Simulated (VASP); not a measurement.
# SiC (P6_3mc) in VASP: notebook

Runs on SiC. Level: r2SCAN. Tasks: single point.

All numbers are computed with VASP 6.6.1; they aren't measurements. Logs are shortened: lines on timing, memory, paths and dates and some standing lists are left out, and cuts for length are marked.

### Step 1. The cell of the first run

It takes space group P6_3mc (No. 186, hexagonal). The conventional cell has a = 3.079 Å, b = 3.079 Å, c = 20.139 Å, α = 90.00°, β = 90.00°, γ = 120.00°. Within 2.5 Å of Si (site symmetry 3m) lie 4 C at 1.89 Å. Within 2.5 Å of Si (site symmetry 3m) lie 4 C at 1.89 Å. Within 2.5 Å of Si (site symmetry 3m) lie 4 C at 1.89 Å. Within 2.5 Å of Si (site symmetry 3m) lie 4 C at 1.88 to 1.89 Å. C (site symmetry 3m) has 4 Si at 1.89 Å within 2.5 Å. Within 2.5 Å of C (site symmetry 3m) lie 4 Si at 1.89 Å. Within 2.5 Å of C (site symmetry 3m) lie 4 Si at 1.88 to 1.89 Å. Within 2.5 Å of C (site symmetry 3m) lie 4 Si at 1.89 Å.

### Step 2. Single point, r2SCAN

Input file POSCAR:

```
SiC
1.0
    3.0790759257      0.0000000000      0.0000000000
   -1.5395379628      2.6665579718      0.0000000000
    0.0000000000      0.0000000000     20.1391657623
Si C
8 8
Direct
    0.3333333333      0.6666666667      0.2501061414
    0.6666666667      0.3333333333      0.7501061414
    0.3333333333      0.6666666667      0.6249945068
    0.6666666667      0.3333333333      0.1249945068
    0.0000000000      0.0000000000      0.0000966846
    0.0000000000      0.0000000000      0.5000966846
    0.3333333333      0.6666666667      0.8751882523
    0.6666666667      0.3333333333      0.3751882523
    0.3333333333      0.6666666667      0.9689193475
    0.6666666667      0.3333333333      0.4689193475
    0.0000000000      0.0000000000      0.0938566487
    0.0000000000      0.0000000000      0.5938566487
    0.3333333333      0.6666666667      0.3441255621
    0.6666666667      0.3333333333      0.8441255621
    0.3333333333      0.6666666667      0.7187128565
    0.6666666667      0.3333333333      0.2187128565
```

Input file INCAR.step1:

```
ALGO = Normal ; EDIFF = 1E-4
ENCUT = 520 ; GGA = PE
ISMEAR = -1 ; LASPH = T
LCHARG = F ; LREAL = Auto
LWAVE = T ; NBANDS = 46
NELM = 80 ; PREC = Accurate
SIGMA = 0.02
```

Input file INCAR.step2:

```
ALGO = Normal ; EDIFF = 1E-7
ENCUT = 520 ; ISIF = 2
ISMEAR = -1 ; ISTART = 1
LASPH = T ; LCHARG = F
LMIXTAU = T ; LREAL = Auto
LWAVE = F ; METAGGA = R2SCAN
NBANDS = 46 ; NELM = 80
PREC = Accurate ; SIGMA = 0.02
```

Input file KPOINTS:

```
k-points
0
Gamma
  12 12 2
```

Potentials or basis: VASP PAW PBE potentials, release 64 (Si, C).

Launch:

```sh
cat potpaw_PBE.64/Si/POTCAR potpaw_PBE.64/C/POTCAR > POTCAR
cp INCAR.step1 INCAR
mpirun -np 1 vasp_std > vasp.out
cp INCAR.step2 INCAR
mpirun -np 1 vasp_std > vasp.out
```

OUTCAR:

```text
EDIFF = 1E-7
   ENCUT = 520
   ISIF = 2
   ISMEAR = -1
   ISTART = 1
   LASPH = T
   LREAL = Auto
   METAGGA = R2SCAN
   NELM = 80
   PREC = Accurate

 ion  position               nearest neighbor table
   1  0.333  0.667  0.250-  16 1.89  16 1.89  16 1.89  13 1.89   8 3.08   8 3.08   8 3.08   4 3.08
                             4 3.08   4 3.08
   2  0.667  0.333  0.750-  15 1.89  15 1.89  15 1.89  14 1.89   7 3.08   7 3.08   7 3.08   3 3.08
                             3 3.08   3 3.08
   3  0.333  0.667  0.625-  12 1.89  12 1.89  12 1.89  15 1.89   6 3.08   6 3.08   6 3.08   2 3.08
                             2 3.08   2 3.08
   4  0.667  0.333  0.125-  11 1.89  11 1.89  11 1.89  16 1.89   5 3.08   5 3.08   5 3.08   1 3.08
                             1 3.08   1 3.08
   5  0.000  0.000  0.000-   9 1.89   9 1.89   9 1.89  11 1.89   4 3.08   4 3.08   4 3.08   7 3.08
                             7 3.08   7 3.08
   6  0.000  0.000  0.500-  10 1.89  10 1.89  10 1.89  12 1.89   3 3.08   3 3.08   3 3.08   8 3.08
                             8 3.08   8 3.08
   7  0.333  0.667  0.875-  14 1.88  14 1.88  14 1.88   9 1.89   5 3.08   5 3.08   5 3.08   2 3.08
                             2 3.08   2 3.08
   8  0.667  0.333  0.375-  13 1.88  13 1.88  13 1.88  10 1.89   6 3.08   6 3.08   6 3.08   1 3.08
                             1 3.08   1 3.08
   9  0.333  0.667  0.969-   5 1.89   5 1.89   5 1.89   7 1.89
  10  0.667  0.333  0.469-   6 1.89   6 1.89   6 1.89   8 1.89
  11  0.000  0.000  0.094-   4 1.89   4 1.89   4 1.89   5 1.89
  12  0.000  0.000  0.594-   3 1.89   3 1.89   3 1.89   6 1.89
  13  0.333  0.667  0.344-   8 1.88   8 1.88   8 1.88   1 1.89
  14  0.667  0.333  0.844-   7 1.88   7 1.88   7 1.88   2 1.89
  15  0.333  0.667  0.719-   2 1.89   2 1.89   2 1.89   3 1.89
  16  0.667  0.333  0.219-   1 1.89   1 1.89   1 1.89   4 1.89

  LATTYP: Found a hexagonal cell.
 ALAT       =     3.0790759257
 C/A-ratio  =     6.5406525361

  Lattice vectors:

 A1 = (   3.0790759257,   0.0000000000,   0.0000000000)
 A2 = (  -1.5395379628,   2.6665579718,   0.0000000000)
 A3 = (   0.0000000000,   0.0000000000,  20.1391657623)

Analysis of symmetry for initial positions (statically):
=====================================================================
 Subroutine PRICEL returns:
 Original cell was already a primitive cell.

 Routine SETGRP: Setting up the symmetry group for a
 hexagonal supercell.

 Subroutine GETGRP returns: Found 12 space group operations
 (whereof  6 operations were pure point group operations)
 out of a pool of 24 trial point group operations.

The static configuration has the point symmetry C_3v.
 The point group associated with its full space group is C_6v.

Analysis of symmetry for dynamics (positions and initial velocities):
=====================================================================
 Subroutine PRICEL returns:
 Original cell was already a primitive cell.

 Routine SETGRP: Setting up the symmetry group for a
 hexagonal supercell.

 Subroutine GETGRP returns: Found 12 space group operations
 (whereof  6 operations were pure point group operations)
 out of a pool of 24 trial point group operations.

The dynamic configuration has the point symmetry C_3v.
 The point group associated with its full space group is C_6v.

 Subroutine INISYM returns: Found 12 space group operations
 (whereof  6 operations are pure point group operations),
 and found     1 'primitive' translations

----------------------------------------------------------------------------------------

                                     Primitive cell

  volume of cell :     165.3533

  direct lattice vectors                    reciprocal lattice vectors
     3.079075926  0.000000000  0.000000000     0.324772764  0.187507643  0.000000000
    -1.539537963  2.666557972  0.000000000     0.000000000  0.375015286  0.000000000
     0.000000000  0.000000000 20.139165762     0.000000000  0.000000000  0.049654490

  length of vectors
     3.079075926  3.079075926 20.139165762     0.375015286  0.375015286  0.049654490

  position of ions in fractional coordinates (direct lattice)
     0.333333333  0.666666667  0.250106141
     0.666666667  0.333333333  0.750106141
     0.333333333  0.666666667  0.624994507
     0.666666667  0.333333333  0.124994507
     0.000000000  0.000000000  0.000096685
     0.000000000  0.000000000  0.500096685
[... 8 lines left out ...]
     0.333333333  0.666666667  0.718712856
     0.666666667  0.333333333  0.218712856

  ion indices of the primitive-cell ions
   primitive index   ion index
                 1           1
                 2           2
                 3           3
                 4           4
                 5           5
                 6           6
[... 8 lines left out ...]
                15          15
                16          16

----------------------------------------------------------------------------------------

 KPOINTS: k-points

Automatic generation of k-mesh.
 Grid dimensions read from file:
 generate k-points for:   12   12    2

 Generating k-lattice:

  Cartesian coordinates                     Fractional coordinates (reciprocal lattice)
     0.027064397  0.015625637  0.000000000     0.083333333 -0.000000000  0.000000000
     0.000000000  0.031251274  0.000000000     0.000000000  0.083333333  0.000000000
     0.000000000  0.000000000  0.024827245     0.000000000  0.000000000  0.500000000

  Length of vectors
     0.031251274  0.031251274  0.024827245

  Shift w.r.t. Gamma in fractional coordinates (k-lattice)
     0.000000000  0.000000000  0.000000000

 Subroutine IBZKPT returns following result:
 ===========================================

 Found     38 irreducible k-points:

 Following reciprocal coordinates:
            Coordinates               Weight
  0.000000  0.000000  0.000000      1.000000
  0.083333  0.000000  0.000000      6.000000
  0.166667  0.000000  0.000000      6.000000
  0.250000  0.000000  0.000000      6.000000
  0.333333  0.000000  0.000000      6.000000
  0.416667  0.000000  0.000000      6.000000
[... 16 lines left out ...]
  0.250000  0.000000  0.500000      6.000000
  0.333333  0.000000  0.500000      6.000000
 [... further k-points ...]
   k-points           NKPTS =     38   k-points in BZ     NKDIM =     38   number of bands    NBANDS=     46
   number of dos      NEDOS =    301   number of ions     NIONS =     16
   total plane-waves  NPLWV =  86400
   dimension x,y,z NGX =    24 NGY =   24 NGZ =  150
   dimension x,y,z NGXF=    48 NGYF=   48 NGZF=  300
   ions per type =               8   8
   NGX,Y,Z   is equivalent  to a cutoff of  12.96, 12.96, 12.38 a.u.
   NGXF,Y,Z  is equivalent  to a cutoff of  25.92, 25.92, 24.76 a.u.
 SYSTEM =  unknown system
   PREC   = accura    normal or accurate (medium, high low for compatibility)
   ISTART =      1    job   : 0-new  1-cont  2-samecut
   ICHARG =      0    charge: 1-file 2-atom 10-const
   ISPIN  =      1    spin polarized calculation?
   LNONCOLLINEAR =      F non collinear calculations
   LSORBIT =      F    spin-orbit coupling
   LASPH  =      T    aspherical Exc in radial PAW
   ENCUT  =  520.0 eV  38.22 Ry    6.18 a.u.   5.73  5.73 37.45*2*pi/ulx,y,z
   NELM   =     80;   NELMIN=  2; NELMDL=  0     # of ELM steps
   EDIFF  = 0.1E-06   stopping-criterion for ELM
   LREAL  =      T    real-space projection
   EDIFFG = 0.1E-05   stopping-criterion for IOM
   NSW    =      0    number of steps for IOM
   IBRION =     -1    ionic relax: 0-MD 1-quasi-New 2-CG
   NFREE  =      0    steps in history (QN), initial steepest desc. (CG)
   ISIF   =      2    stress and relaxation
   ISYM   =      2    0-nonsym 1-usesym 2-fastsym
   POTIM  = 0.5000    time-step for ionic-motion
   TEBEG  =    0.0;   TEEND  =   0.0 temperature during run
   PSTRESS=    0.0 pullay stress
   NELECT =      64.0000    total number of electrons
   NUPDOWN=      -1.0000    fix difference up-down
   EMIN   =  10.00;   EMAX   =-10.00  energy-range for DOS
   EFERMI =   0.00;   METHOD = LEGACY
   ISMEAR =    -1;   SIGMA  =   0.02  broadening in eV -4-tet -1-fermi 0-gaus
   EFERMI_NEDOS =   21; number of points for ismear=-14 and -15
   IALGO  =     38    algorithm
   IMIX   =      4    mixing-type and parameters
     AMIX     =   0.40;   BMIX     =  1.00
     AMIX_MAG =   1.60;   BMIX_MAG =  1.00
  volume/ion in A,a.u.               =      10.33        69.74
  Fermi-wavevector in a.u.,A,eV,Ry     =   1.193064  2.254565 19.366566  1.423402
  Thomas-Fermi vector in A             =   2.329088
   LORBIT       =      0    0 simple, 1 ext, 2 COOP (PROOUT), +10 PAW based schemes
   METAGGA = R2SCAN    functional components
   LHFCALC =     F    Hartree Fock is set to
   AEXX    =    0.0000 exact exchange contribution
   IVDW    =     0    specifies the selected vdW correction
   LEPSILON=     F    determine dielectric tensor
   LRPA    =     F    only Hartree local field effects (RPA)
 non-spin polarized calculation
  energy-cutoff  :      520.00
  volume of cell :      165.35
 maximum number of plane-waves:      4492
 NGX is ok and might be reduce to    24
   NGX = 11   NGY = 11   NGZ = 75

 number of electron      63.9999998 magnetization

 Free energy of the ion-electron system (eV)
  ---------------------------------------------------
  ext. energy  EPLUGINS =         0.00000000
  ---------------------------------------------------
  free energy    TOTEN  =      -154.62603713 eV

  energy without entropy =     -154.62603713  energy(sigma->0) =     -154.62603713

 E-fermi :   8.4771     XC(G=0): -11.9378

 val. band max:        8.0320425019   @ k =   0.0000   0.0000   0.0000
 cond. band min:      10.1739691064   @ k =   0.5000   0.0000   0.0000
 fundamental gap:      2.1419266044
 Fermi energy:         8.4770674902

 k-point     1 :       0.0000    0.0000    0.0000
  band No.  band energies     occupation
      1      -8.1998      2.00000
      2      -7.9026      2.00000
      3      -7.8646      2.00000
      4      -6.9719      2.00000
      5      -6.9531      2.00000
      6      -5.5930      2.00000
[... 36 lines left out ...]
     43      15.5706      0.00000
     44      15.5706      0.00000
[... 1040 lines left out ...]
      4      -5.6348      2.00000
      5      -4.5867      2.00000
      6      -4.5867      2.00000
[... 36 lines left out ...]
     43      15.4178      0.00000
     44      15.4178      0.00000

 [... further k-points ...]

 [bands above 44 left out]

------------------------ aborting loop because EDIFF is reached ----------------------------------------

  FORCE on cell =-STRESS in cart. coord.  units (eV):
  Direction    XX          YY          ZZ          XY          YZ          ZX
  --------------------------------------------------------------------------------------
  -------------------------------------------------------------------------------------
  Total       -0.2003567     -0.2003567     -0.2575371     -0.0000000      0.0000000      0.0000000
  in kB       -1.9413398     -1.9413398     -2.4953841     -0.0000000      0.0000000      0.0000000
  external PRESSURE =      -2.1260212 kB  Pullay stress =       0.0000000 kB

 VOLUME and BASIS-vectors are now :
 -----------------------------------------------------------------------------
  energy-cutoff  :      520.00
  volume of cell :      165.35
      direct lattice vectors                 reciprocal lattice vectors
     3.079075926  0.000000000  0.000000000     0.324772764  0.187507643  0.000000000
    -1.539537963  2.666557972  0.000000000     0.000000000  0.375015286  0.000000000
     0.000000000  0.000000000 20.139165762     0.000000000  0.000000000  0.049654490

 POSITION                                       TOTAL-FORCE (eV/Angst)
 -----------------------------------------------------------------------------------
     -0.00000      1.77771      5.03693        -0.000000      0.000000     -0.003463
      1.53954      0.88885     15.10651         0.000000      0.000000     -0.003463
     -0.00000      1.77771     12.58687         0.000000     -0.000000     -0.002860
      1.53954      0.88885      2.51729        -0.000000      0.000000     -0.002860
      0.00000      0.00000      0.00195         0.000000      0.000000     -0.001970
      0.00000      0.00000     10.07153        -0.000000      0.000000     -0.001970
[... 8 lines left out ...]
     -0.00000      1.77771     14.47428         0.000000      0.000000      0.016893
      1.53954      0.88885      4.40469         0.000000      0.000000      0.016893
 -----------------------------------------------------------------------------------
    total drift:                               -0.000000     -0.000000      0.011602

  FREE ENERGIE OF THE ION-ELECTRON SYSTEM (eV)
  ---------------------------------------------------
  free  energy   TOTEN  =      -154.6260371295 eV

  energy  without entropy=     -154.6260371295  energy(sigma->0) =     -154.62603713
```

Wall time 28 min (1 thread of Intel Xeon 6975P-C (Granite Rapids), shared host); peak memory 0.39 GiB.

What came out:

```yaml
Free_energy: -154.6260 eV
Pressure: -0.2 GPa
Largest_force: 0.017 eV/Å
Band_gap_on_the_k_mesh: 2.14 eV, indirect (least direct gap 3.29 eV)
```

Forces on the atoms (eV/Å):
```
Si   0.000  0.000 -0.003
Si   0.000  0.000 -0.003
Si   0.000  0.000 -0.003
Si   0.000  0.000 -0.003
Si   0.000  0.000 -0.002
Si   0.000  0.000 -0.002
Si   0.000  0.000  0.002
Si   0.000  0.000  0.002
C    0.000  0.000 -0.003
C    0.000  0.000 -0.003
C    0.000  0.000  0.003
C    0.000  0.000  0.003
C    0.000  0.000 -0.010
C    0.000  0.000 -0.010
C    0.000  0.000  0.017
C    0.000  0.000  0.017
```

Caveat: the PAW data sets were made with another functional, which shifts forces and pressure a little.

### Step 3. Single point, r2SCAN

Input file POSCAR:

```
SiC
1.0
    3.0790759300      0.0000000000      0.0000000000
   -1.5395379600      2.6665579700      0.0000000000
    0.0000000000      0.0000000000     20.1391657600
Si C
8 8
Direct
    0.3333333300      0.6666666700      0.2501061400
    0.6666666700      0.3333333300      0.7501061400
    0.3333333300      0.6666666700      0.6249945100
    0.6666666700      0.3333333300      0.1249945100
    0.0000000000      0.0000000000      0.0000966800
    0.0000000000      0.0000000000      0.5000966800
    0.3333333300      0.6666666700      0.8751882500
    0.6666666700      0.3333333300      0.3751882500
    0.3333333300      0.6666666700      0.9689193500
    0.6666666700      0.3333333300      0.4689193500
    0.0000000000      0.0000000000      0.0938566500
    0.0000000000      0.0000000000      0.5938566500
    0.3333333300      0.6666666700      0.3441255600
    0.6666666700      0.3333333300      0.8441255600
    0.3333333300      0.6666666700      0.7187128600
    0.6666666700      0.3333333300      0.2187128600
```

Input file INCAR.step1:

```
PREC     = Accurate       # precision mode
ENCUT    = 520            # plane-wave cutoff, eV
ISMEAR   = -1             # smearing method
SIGMA    = 0.02           # smearing width, eV
LREAL    = Auto         
LASPH    = T              # aspherical terms in the spheres
NELM     = 100            # most SCF steps
NBANDS   = 46             # bands
GGA      = PE             # functional
ALGO     = Normal         # electronic algorithm
EDIFF    = 1E-4           # SCF threshold, eV
LWAVE    = T              # write WAVECAR
LCHARG   = F              # write CHGCAR
```

Input file INCAR.step2:

```
PREC     = Accurate       # precision mode
ENCUT    = 520            # plane-wave cutoff, eV
EDIFF    = 1E-6           # SCF threshold, eV
ISMEAR   = -1             # smearing method
SIGMA    = 0.02           # smearing width, eV
LREAL    = Auto         
LASPH    = T              # aspherical terms in the spheres
NELM     = 100            # most SCF steps
ALGO     = Normal         # electronic algorithm
ISIF     = 2              # what is computed and relaxed
LWAVE    = F              # write WAVECAR
LCHARG   = T              # write CHGCAR
METAGGA  = R2SCAN         # meta-GGA
LMIXTAU  = T            
LELF     = T              # ELF
LVHAR    = T            
NBANDS   = 46             # bands
ISTART   = 1
```

Input file KPOINTS:

```
Automatic mesh
0
Gamma
  12 12 2
```

Potentials or basis: VASP PAW PBE potentials, release 64 (Si, C).

Launch:

```sh
cat potpaw_PBE.64/Si/POTCAR potpaw_PBE.64/C/POTCAR > POTCAR
cp INCAR.step1 INCAR
mpirun -np 1 vasp_std > vasp.out
cp INCAR.step2 INCAR
mpirun -np 1 vasp_std > vasp.out
```

Wall time 22 min (1 thread of Intel Xeon 6975P-C (Granite Rapids), shared host); peak memory 0.38 GiB.

It converged, with:

```
Free energy            : -154.6260 eV
Pressure               : -0.2 GPa
Largest force          : 0.017 eV/Å
Band gap on the k mesh : 2.14 eV, indirect (least direct gap 3.29 eV)
```

Forces on the atoms (eV/Å):
```
Si   0.000  0.000 -0.003
Si   0.000  0.000 -0.003
Si   0.000  0.000 -0.003
Si   0.000  0.000 -0.003
Si   0.000  0.000 -0.002
Si   0.000  0.000 -0.002
Si   0.000  0.000  0.002
Si   0.000  0.000  0.002
C    0.000  0.000 -0.003
C    0.000  0.000 -0.003
C    0.000  0.000  0.003
C    0.000  0.000  0.003
C    0.000  0.000 -0.010
C    0.000  0.000 -0.010
C    0.000  0.000  0.017
C    0.000  0.000  0.017
```

Levels at points of the mesh, in eV from the valence-band top:
```tsv
k point	band 29	band 30	band 31	band 32	band 33	band 34	band 35	band 36
(0.00, 0.00, 0.00)	-0.18	-0.03	0.00	0.00	5.79	5.86	6.18	6.45
(0.50, 0.00, 0.00)	-1.61	-1.58	-1.47	-1.15	2.14	2.35	3.29	3.53
(0.00, 0.00, 0.50)	-0.06	-0.06	-0.06	-0.06	5.82	5.82	6.29	6.29
(0.50, 0.00, 0.50)	-1.69	-1.69	-1.27	-1.27	2.27	2.27	3.34	3.34
```

Caveat: the PAW data sets were made with another functional, which shifts forces and pressure a little. r2SCAN opens gaps a little over a GGA but as a rule still falls short of measured ones.
